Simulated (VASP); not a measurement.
# H16CO10 in VASP: a series of runs

The runs below take H16CO10 through single point, with PBE+D3(BJ).

Everything below comes from runs of VASP 6.6.1. Logs are shortened: lines on timing, memory, paths and dates and some standing lists are left out, and cuts for length are marked.

## Step 1: The cell of the first run

The cell holds an amorphous packing of atoms, 27 atoms: a = 6.956 Å, b = 6.956 Å, c = 6.956 Å, α = 90.00°, β = 90.00°, γ = 90.00°.

## Step 2: Single point, PBE+D3(BJ)

Input file INCAR:

```
SYSTEM = H16CO10
ALGO = Normal
EDIFF = 1E-7
ENCUT = 520
GGA = PE
ISIF = 2
ISMEAR = -1
IVDW = 12
LASPH = .TRUE.
LCHARG = .TRUE.
LELF = .TRUE.
LREAL = Auto
LVHAR = .TRUE.
LWAVE = .FALSE.
NBANDS = 59
NELM = 80
PREC = Accurate
SIGMA = 0.05
```

Input file KPOINTS:

```
k-points
0
G
  1 1 1
  0 0 0
```

Input file POSCAR:

```
H16CO10
1.0
    6.9561890000      0.0000000000      0.0000000000
    0.0000000000      6.9561890000      0.0000000000
    0.0000000000      0.0000000000      6.9561890000
O H C
10 16 1
Direct
    0.5495969129      0.8876124556      0.8281977387
    0.0619879650      0.3394099844      0.1132085399
    0.3307270691      0.1078607841      0.5906251253
    0.9758216748      0.7242758930      0.3052102236
    0.1122597445      0.7981525516      0.7035605272
    0.6208859478      0.3363335873      0.1326157182
    0.4198132052      0.5438753892      0.7502240092
    0.3203621983      1.0215363614      0.1557893266
    0.9014274914      0.4213514038      0.6171482690
    0.8481655688      0.1128635234      0.7451350157
    0.4953143165      0.9543012704      0.7087213990
    0.6885523093      0.9255355195      0.8272776947
    0.0992928743      0.4602520144      0.1833906468
   -0.0830052202      0.3484235405      0.1362383915
    0.3233523413      0.0784337516      0.4535960711
    0.2396139610     -0.0059227833      0.6404656343
    1.0542985534      0.8343217817      0.2612493709
    0.8492581211      0.7367252385      0.2497919479
    0.2004689637      0.6835351943      0.7237152412
    0.0545413588      0.7546948480      0.5863411704
    0.5786214262      0.3947276303      0.0145338202
    0.5122488765      0.2488000254      0.1627759108
    0.5092874849      0.6564801503      0.7832305879
    0.4883421080      0.4879108374      0.6299282553
    0.4105840137      0.9764973321      0.0481585535
    0.2410227784      1.1174365734      0.0933844667
    0.8767588115      0.2665108725      0.6789924771
```

Potentials or basis: VASP PAW PBE potentials, release 64 (O, H, C).

On the command line:

```sh
$ cat potpaw_PBE.64/O/POTCAR potpaw_PBE.64/H/POTCAR potpaw_PBE.64/C/POTCAR > POTCAR
$ mpirun -np 1 vasp_gam > vasp.out
```

OUTCAR:

```text
SYSTEM = H16CO10
   EDIFF = 1E-7
   ENCUT = 520
   GGA = PE
   ISIF = 2
   ISMEAR = -1
   IVDW = 12
   LASPH = .TRUE.
   LREAL = Auto
   NELM = 80
   PREC = Accurate
 IVDW          = 12

 ion  position               nearest neighbor table
   1  0.550  0.888  0.828-  12 1.00  11 1.02
   2  0.062  0.339  0.113-  13 1.01  14 1.02
   3  0.331  0.108  0.591-  15 0.98  16 1.07
   4  0.976  0.724  0.305-  18 0.96  17 0.99
   5  0.112  0.798  0.704-  20 0.96  19 1.02
   6  0.621  0.336  0.133-  21 0.96  22 0.99
   7  0.420  0.544  0.750-  23 1.03  24 1.04
   8  0.320  0.022  0.156-  26 0.97  25 1.03
   9  0.901  0.421  0.617-  27 1.17
  10  0.848  0.113  0.745-  27 1.18
  11  0.495  0.954  0.709-   1 1.02
  12  0.689  0.926  0.827-   1 1.00
  13  0.099  0.460  0.183-   2 1.01
  14  0.917  0.348  0.136-   2 1.02
[... 10 lines left out ...]
  25  0.411  0.976  0.048-   8 1.03
  26  0.241  0.117  0.093-   8 0.97
  27  0.877  0.267  0.679-   9 1.17  10 1.18

  LATTYP: Found a simple cubic cell.
 ALAT       =     6.9561890000

  Lattice vectors:

 A1 = (   6.9561890000,   0.0000000000,   0.0000000000)
 A2 = (   0.0000000000,   6.9561890000,   0.0000000000)
 A3 = (   0.0000000000,   0.0000000000,   6.9561890000)

Analysis of symmetry for initial positions (statically):
=====================================================================
 Subroutine PRICEL returns:
 Original cell was already a primitive cell.

 Routine SETGRP: Setting up the symmetry group for a
 simple cubic supercell.

 Subroutine GETGRP returns: Found  1 space group operations
 (whereof  1 operations were pure point group operations)
 out of a pool of 48 trial point group operations.

The static configuration has the point symmetry C_1 .

Analysis of symmetry for dynamics (positions and initial velocities):
=====================================================================
 Subroutine PRICEL returns:
 Original cell was already a primitive cell.

 Routine SETGRP: Setting up the symmetry group for a
 simple cubic supercell.

 Subroutine GETGRP returns: Found  1 space group operations
 (whereof  1 operations were pure point group operations)
 out of a pool of 48 trial point group operations.

The dynamic configuration has the point symmetry C_1 .

 Subroutine INISYM returns: Found  1 space group operations
 (whereof  1 operations are pure point group operations),
 and found     1 'primitive' translations

----------------------------------------------------------------------------------------

                                     Primitive cell

  volume of cell :     336.6000

  direct lattice vectors                    reciprocal lattice vectors
     6.956189000  0.000000000  0.000000000     0.143756876  0.000000000  0.000000000
     0.000000000  6.956189000  0.000000000     0.000000000  0.143756876  0.000000000
     0.000000000  0.000000000  6.956189000     0.000000000  0.000000000  0.143756876

  length of vectors
     6.956189000  6.956189000  6.956189000     0.143756876  0.143756876  0.143756876

  position of ions in fractional coordinates (direct lattice)
     0.549596913  0.887612456  0.828197739
     0.061987965  0.339409984  0.113208540
     0.330727069  0.107860784  0.590625125
     0.975821675  0.724275893  0.305210224
     0.112259745  0.798152552  0.703560527
     0.620885948  0.336333587  0.132615718
[... 19 lines left out ...]
     0.241022778  0.117436573  0.093384467
     0.876758811  0.266510872  0.678992477

  ion indices of the primitive-cell ions
   primitive index   ion index
                 1           1
                 2           2
                 3           3
                 4           4
                 5           5
                 6           6
[... 19 lines left out ...]
                26          26
                27          27

----------------------------------------------------------------------------------------

 KPOINTS: k-points

Automatic generation of k-mesh.
 Grid dimensions read from file:
 generate k-points for:    1    1    1

 Generating k-lattice:

  Cartesian coordinates                     Fractional coordinates (reciprocal lattice)
     0.143756876  0.000000000  0.000000000     1.000000000  0.000000000  0.000000000
     0.000000000  0.143756876  0.000000000     0.000000000  1.000000000  0.000000000
     0.000000000  0.000000000  0.143756876     0.000000000  0.000000000  1.000000000

  Length of vectors
     0.143756876  0.143756876  0.143756876

  Shift w.r.t. Gamma in fractional coordinates (k-lattice)
     0.000000000  0.000000000  0.000000000

 Subroutine IBZKPT returns following result:
 ===========================================

 Found      1 irreducible k-points:

 Following reciprocal coordinates:
            Coordinates               Weight
  0.000000  0.000000  0.000000      1.000000
   k-points           NKPTS =      1   k-points in BZ     NKDIM =      1   number of bands    NBANDS=     59
   number of dos      NEDOS =    301   number of ions     NIONS =     27
   total plane-waves  NPLWV = 157464
   dimension x,y,z NGX =    54 NGY =   54 NGZ =   54
   dimension x,y,z NGXF=   108 NGYF=  108 NGZF=  108
   ions per type =              10  16   1
   NGX,Y,Z   is equivalent  to a cutoff of  12.91, 12.91, 12.91 a.u.
   NGXF,Y,Z  is equivalent  to a cutoff of  25.81, 25.81, 25.81 a.u.
 SYSTEM =  H16CO10
   PREC   = accura    normal or accurate (medium, high low for compatibility)
   ISTART =      0    job   : 0-new  1-cont  2-samecut
   ICHARG =      2    charge: 1-file 2-atom 10-const
   ISPIN  =      1    spin polarized calculation?
   LNONCOLLINEAR =      F non collinear calculations
   LSORBIT =      F    spin-orbit coupling
   LASPH  =      T    aspherical Exc in radial PAW
   ENCUT  =  520.0 eV  38.22 Ry    6.18 a.u.  12.93 12.93 12.93*2*pi/ulx,y,z
   NELM   =     80;   NELMIN=  2; NELMDL= -5     # of ELM steps
   EDIFF  = 0.1E-06   stopping-criterion for ELM
   LREAL  =      T    real-space projection
   EDIFFG = 0.1E-05   stopping-criterion for IOM
   NSW    =      0    number of steps for IOM
   IBRION =     -1    ionic relax: 0-MD 1-quasi-New 2-CG
   NFREE  =      0    steps in history (QN), initial steepest desc. (CG)
   ISIF   =      2    stress and relaxation
   ISYM   =      2    0-nonsym 1-usesym 2-fastsym
   POTIM  = 0.5000    time-step for ionic-motion
   TEBEG  =    0.0;   TEEND  =   0.0 temperature during run
   PSTRESS=    0.0 pullay stress
   NELECT =      80.0000    total number of electrons
   NUPDOWN=      -1.0000    fix difference up-down
   EMIN   =  10.00;   EMAX   =-10.00  energy-range for DOS
   EFERMI =   0.00;   METHOD = LEGACY
   ISMEAR =    -1;   SIGMA  =   0.05  broadening in eV -4-tet -1-fermi 0-gaus
   EFERMI_NEDOS =   21; number of points for ismear=-14 and -15
   IALGO  =     38    algorithm
   IMIX   =      4    mixing-type and parameters
     AMIX     =   0.40;   BMIX     =  1.00
     AMIX_MAG =   1.60;   BMIX_MAG =  1.00
  volume/ion in A,a.u.               =      12.47        84.13
  Fermi-wavevector in a.u.,A,eV,Ry     =   1.014067  1.916309 13.991313  1.028333
  Thomas-Fermi vector in A             =   2.147273
   LORBIT       =      0    0 simple, 1 ext, 2 COOP (PROOUT), +10 PAW based schemes
   GGA     = PE    functional components
   LHFCALC =     F    Hartree Fock is set to
   AEXX    =    0.0000 exact exchange contribution
   IVDW    =    12    specifies the selected vdW correction
   LEPSILON=     F    determine dielectric tensor
   LRPA    =     F    only Hartree local field effects (RPA)
 non-spin polarized calculation
  energy-cutoff  :      520.00
  volume of cell :      336.60
 maximum number of plane-waves:      4523
 NGX is ok and might be reduce to    50
   NGX = 25   NGY = 25   NGZ = 25

 number of electron      79.9999991 magnetization

 Free energy of the ion-electron system (eV)
  ---------------------------------------------------
  ext. energy  EPLUGINS =         0.00000000
  ---------------------------------------------------
  free energy    TOTEN  =      -139.17156780 eV

  energy without entropy =     -139.17156780  energy(sigma->0) =     -139.17156780

 E-fermi :  -2.6526     XC(G=0):  -6.3290

 val. band max:       -3.9348530509   @ k =   0.0000   0.0000   0.0000
 cond. band min:       0.4905769887   @ k =   0.0000   0.0000   0.0000
 fundamental gap:      4.4254300396
 Fermi energy:        -2.6526046606

 k-point     1 :       0.0000    0.0000    0.0000
  band No.  band energies     occupation
      1     -26.2312      2.00000
      2     -25.2354      2.00000
      3     -22.8055      2.00000
      4     -22.5903      2.00000
      5     -22.3431      2.00000
      6     -22.1504      2.00000
[... 44 lines left out ...]
     51       5.5598      0.00000
     52       5.9438      0.00000
 [bands above 52 left out]

------------------------ aborting loop because EDIFF is reached ----------------------------------------

 Edisp (eV)   -0.84115

 E8    (eV) :    -0.1776

  FORCE on cell =-STRESS in cart. coord.  units (eV):
  Direction    XX          YY          ZZ          XY          YZ          ZX
  --------------------------------------------------------------------------------------
  -------------------------------------------------------------------------------------
  Total      -5.83692    -4.08372    -3.29920    -0.49084    -1.07864     3.43830
  in kB     -27.78307   -19.43803   -15.70381    -2.33634    -5.13422    16.36593
  external pressure =      -20.97 kB  Pullay stress =        0.00 kB

 VOLUME and BASIS-vectors are now :
 -----------------------------------------------------------------------------
  energy-cutoff  :      520.00
  volume of cell :      336.60
      direct lattice vectors                 reciprocal lattice vectors
     6.956189000  0.000000000  0.000000000     0.143756876  0.000000000  0.000000000
     0.000000000  6.956189000  0.000000000     0.000000000  0.143756876  0.000000000
     0.000000000  0.000000000  6.956189000     0.000000000  0.000000000  0.143756876

 POSITION                                       TOTAL-FORCE (eV/Angst)
 -----------------------------------------------------------------------------------
      3.82310      6.17440      5.76110         0.993474      0.435081     -0.417414
      0.43120      2.36100      0.78750        -1.581158      1.336703      0.992240
      2.30060      0.75030      4.10850        -1.135469     -1.974471      0.547243
      6.78800      5.03820      2.12310         0.835862      0.295422      0.236143
      0.78090      5.55210      4.89410         1.195365     -0.768359      0.695217
      4.31900      2.33960      0.92250        -0.194411     -0.476824      0.594534
[... 19 lines left out ...]
      1.67660      0.81691      0.64960        -0.745694      0.600253     -0.066868
      6.09890      1.85390      4.72320        -0.025957     -0.266446      0.412205
 -----------------------------------------------------------------------------------
    total drift:                                0.010702     -0.002153     -0.004209

  FREE ENERGIE OF THE ION-ELECTRON SYSTEM (eV)
  ---------------------------------------------------
  free  energy   TOTEN  =      -140.0127172397 eV

  energy  without entropy=     -140.0127172397  energy(sigma->0) =     -140.01271724
```

It took 79 s on 1 thread of Intel Xeon 8259CL, shared host; peak memory 0.36 GiB.

Results:

* Free energy: -140.0127 eV
* Pressure: -2.1 GPa
* Largest force: 2.817 eV/Å
* Band gap on the k mesh: 4.43 eV
* Dispersion energy per atom: -0.031 eV

Forces in eV/Å, atoms in the order of the input:
```
O    0.993  0.435 -0.417
O   -1.581  1.337  0.992
O   -1.135 -1.974  0.547
O    0.836  0.295  0.236
O    1.195 -0.768  0.695
O   -0.194 -0.477  0.595
O    2.196 -0.539 -1.681
O    1.414 -0.670 -0.822
O   -0.073 -0.088 -0.113
O    0.400  0.623 -0.359
H    0.094  0.037  0.842
H   -1.178 -0.229  0.039
H   -0.083 -0.931 -0.645
H    1.468 -0.583 -0.426
H    0.262  0.251 -0.404
H    0.821  1.291 -0.325
H   -0.331 -0.363 -0.151
H   -0.225  0.161 -0.175
H   -0.080  0.852  0.291
H   -0.962  0.012 -1.118
H   -0.295  0.433 -0.726
H    0.543  0.105  0.060
H   -0.966 -0.365 -0.148
H   -1.447  0.680  1.946
H   -0.899  0.140  0.923
H   -0.746  0.600 -0.067
C   -0.026 -0.266  0.412
```

Caveat: the k points lie up to 0.90 Å⁻¹ apart.

[end of part 1 of 2]
